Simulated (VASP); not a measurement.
# Ni3Pt (Pm-3m) in VASP: notebook, part 2 of 2

VASP 6.6.1.

### 4 Single point, LDA, collinear spin, ferromagnetic start

File INCAR:

```
PREC = Accurate
ENCUT = 520
EDIFF = 1E-6
ISMEAR = -1
SIGMA = 0.05
LREAL = False
LASPH = True
NELM = 150
ALGO = Normal
ISIF = 2
LWAVE = False
LCHARG = False
ISPIN = 2
MAGMOM = 0.733 0.733 0.733 0.291
LORBIT = 11
NUPDOWN = 2.49
LMAXMIX = 4
NBANDS = 32
```

File KPOINTS:

```
regular mesh
0
Gamma
  9 9 9
```

File POSCAR:

```
Ni3Pt
1.0
    3.6245667900      0.0000000000      0.0000000000
    0.0000000000      3.6245667900      0.0000000000
    0.0000000000      0.0000000000      3.6245667900
Ni Pt
3 1
Direct
    0.5000000000      0.0000000000      0.5000000000
    0.0000000000      0.5000000000      0.5000000000
    0.5000000000      0.5000000000      0.0000000000
    0.0000000000      0.0000000000      0.0000000000
```

Command:

```
$ cat potpaw_LDA.64/Ni/POTCAR potpaw_LDA.64/Pt/POTCAR > POTCAR
$ mpirun -np 1 vasp_std > vasp.out
```

It took 92 s on 1 thread of Intel Xeon Platinum 8259CL at 2.50GHz (Skylake/Cascade Lake), shared host; peak memory 0.2 GiB.

Results (log left out):

- Free energy: -27.4043 eV
- Pressure: -11.2 GPa
- Net moment: 2.49 μB per cell
- Site moments: Ni +0.71; Pt +0.37 μB
- Valence electrons inside the program's atomic spheres: Ni 9.29; Pt 9.48

Caveat: the cell stands under tension; the total moment is fixed, so each spin has its own Fermi level and the state may be an excited one.

### 5 Single point, LDA, collinear spin, ferromagnetic start

File INCAR:

```
SYSTEM = Ni3Pt
  PREC = Accurate
  ENCUT = 520
  EDIFF = 1E-6
  ISMEAR = -1
  SIGMA = 0.05
  LREAL = .False.
  LASPH = .True.
  NELM = 150
  ALGO = Normal
  ISIF = 2
  LWAVE = .False.
  LCHARG = .False.
  ISPIN = 2
  MAGMOM = 0.733 0.733 0.733 0.291
  LORBIT = 11
  NUPDOWN = 2.49
  LMAXMIX = 4
  GGA = CA
  NBANDS = 32
```

File KPOINTS:

```
Automatic mesh
0
Gamma
  9 9 9
  0 0 0
```

POSCAR is that of step 4.

Potentials or basis: VASP PAW LDA potentials, release 64 (Ni, Pt).

Command:

```
$ cat potpaw_LDA.64/Ni/POTCAR potpaw_LDA.64/Pt/POTCAR > POTCAR
$ mpirun -np 1 vasp_std > vasp.out
```

OUTCAR:

```text
SYSTEM = Ni3Pt
   PREC = Accurate
   ENCUT = 520
   EDIFF = 1E-6
   ISMEAR = -1
   LREAL = .False.
   LASPH = .True.
   NELM = 150
   ISIF = 2
   ISPIN = 2
   LORBIT = 11
   NUPDOWN = 2.49
   GGA = CA

 ion  position               nearest neighbor table
   1  0.500  0.000  0.500-   2 2.56   3 2.56   4 2.56   3 2.56   4 2.56   2 2.56   3 2.56   3 2.56
                             2 2.56   4 2.56   4 2.56   2 2.56
   2  0.000  0.500  0.500-   1 2.56   3 2.56   4 2.56   3 2.56   4 2.56   1 2.56   4 2.56   4 2.56
                             1 2.56   3 2.56   3 2.56   1 2.56
   3  0.500  0.500  0.000-   1 2.56   2 2.56   4 2.56   1 2.56   2 2.56   1 2.56   4 2.56   1 2.56
                             2 2.56   4 2.56   2 2.56   4 2.56
   4  0.000  0.000  0.000-   1 2.56   2 2.56   3 2.56   1 2.56   2 2.56   2 2.56   3 2.56   2 2.56
                             1 2.56   3 2.56   1 2.56   3 2.56

  LATTYP: Found a simple cubic cell.
 ALAT       =     3.6245667900

  Lattice vectors:

 A1 = (   3.6245667900,   0.0000000000,   0.0000000000)
 A2 = (   0.0000000000,   3.6245667900,   0.0000000000)
 A3 = (   0.0000000000,   0.0000000000,   3.6245667900)

Analysis of symmetry for initial positions (statically):
=====================================================================
 Subroutine PRICEL returns:
[... 1889 lines left out ...]
  -------------------------------------------------------------------------------------
  Total       -3.3260224     -3.3260224     -3.3260224      0.0000000      0.0000000     -0.0000000
  in kB     -111.9096220   -111.9096220   -111.9096220      0.0000000      0.0000000     -0.0000000
  external PRESSURE =    -111.9096220 kB  Pullay stress =       0.0000000 kB

 VOLUME and BASIS-vectors are now :
 -----------------------------------------------------------------------------
  energy-cutoff  :      520.00
  volume of cell :       47.62
      direct lattice vectors                 reciprocal lattice vectors
     3.624566790  0.000000000  0.000000000     0.275895040  0.000000000  0.000000000
     0.000000000  3.624566790  0.000000000     0.000000000  0.275895040  0.000000000
     0.000000000  0.000000000  3.624566790     0.000000000  0.000000000  0.275895040

 POSITION                                       TOTAL-FORCE (eV/Angst)
 -----------------------------------------------------------------------------------
      1.81228      0.00000      1.81228         0.000000      0.000000      0.000000
      0.00000      1.81228      1.81228         0.000000      0.000000      0.000000
      1.81228      1.81228      0.00000         0.000000      0.000000      0.000000
      0.00000      0.00000      0.00000         0.000000      0.000000      0.000000
 -----------------------------------------------------------------------------------
    total drift:                                0.000000      0.000000      0.000000

  FREE ENERGIE OF THE ION-ELECTRON SYSTEM (eV)
  ---------------------------------------------------
  free  energy   TOTEN  =       -27.4042695102 eV

  energy  without entropy=      -27.3511790238  energy(sigma->0) =      -27.37772427

 total charge

# of ion       s       p       d       tot
------------------------------------------
    1        0.474   0.491   8.328   9.294
    2        0.474   0.491   8.328   9.294
    3        0.474   0.491   8.328   9.294
    4        0.746   0.664   8.067   9.477
--------------------------------------------------
tot          2.167   2.138  33.052  37.358

 magnetization (x)

# of ion       s       p       d       tot
------------------------------------------
    1       -0.002  -0.010   0.720   0.708
    2       -0.002  -0.010   0.720   0.708
    3       -0.002  -0.010   0.720   0.708
    4       -0.004  -0.019   0.393   0.370
--------------------------------------------------
tot         -0.009  -0.050   2.553   2.495
```

OSZICAR:

```text
N       E                     dE             d eps       ncg     rms          rms(c)
DAV:   1     0.275224045243E+03    0.27522E+03   -0.17727E+04  4632   0.167E+03
DAV:   2    -0.119354214196E+02   -0.28716E+03   -0.26697E+03  4512   0.336E+02
DAV:   3    -0.307189553758E+02   -0.18784E+02   -0.17983E+02  5208   0.103E+02
DAV:   4    -0.310486260463E+02   -0.32967E+00   -0.32932E+00  5000   0.133E+01
DAV:   5    -0.310605273428E+02   -0.11901E-01   -0.11901E-01  5792   0.217E+00    0.223E+01
DAV:   6    -0.312472891985E+02   -0.18676E+00   -0.24125E+01  5048   0.900E+01    0.224E+01
DAV:   7    -0.277921578204E+02    0.34551E+01   -0.24763E+01  5664   0.688E+01    0.829E+00
DAV:   8    -0.274779595700E+02    0.31420E+00   -0.62442E-01  6352   0.934E+00    0.345E+00
DAV:   9    -0.274095196430E+02    0.68440E-01   -0.14284E-01  6984   0.520E+00    0.122E+00
DAV:  10    -0.274055902760E+02    0.39294E-02   -0.22486E-02  4800   0.138E+00    0.348E-01
DAV:  11    -0.274045155379E+02    0.10747E-02   -0.30518E-03  6416   0.598E-01    0.149E-01
DAV:  12    -0.274042882817E+02    0.22726E-03   -0.41877E-04  5840   0.274E-01    0.597E-02
DAV:  13    -0.274042687445E+02    0.19537E-04   -0.55539E-05  5304   0.651E-02    0.356E-02
DAV:  14    -0.274042695102E+02   -0.76567E-06   -0.63315E-06  4856   0.193E-02
   1 F= -.27404270E+02 E0= -.27377724E+02  d E =-.530905E-01  mag=     2.4900
```

Run time: 84 s. Hardware: 1 thread of Intel Xeon Platinum 8259CL at 2.50GHz (Skylake/Cascade Lake), shared host; peak memory 0.2 GiB.

What came out:

```yaml
Free_energy: -27.4043 eV
Pressure: -11.2 GPa
Net_moment: 2.49 μB per cell
Site_moments: Ni +0.71; Pt +0.37 μB
Valence_electrons_inside_the_program's_atomic_spheres: Ni 9.29; Pt 9.48
```

Caveat: the cell stands under tension; the total moment is fixed, so each spin has its own Fermi level and the state may be an excited one.
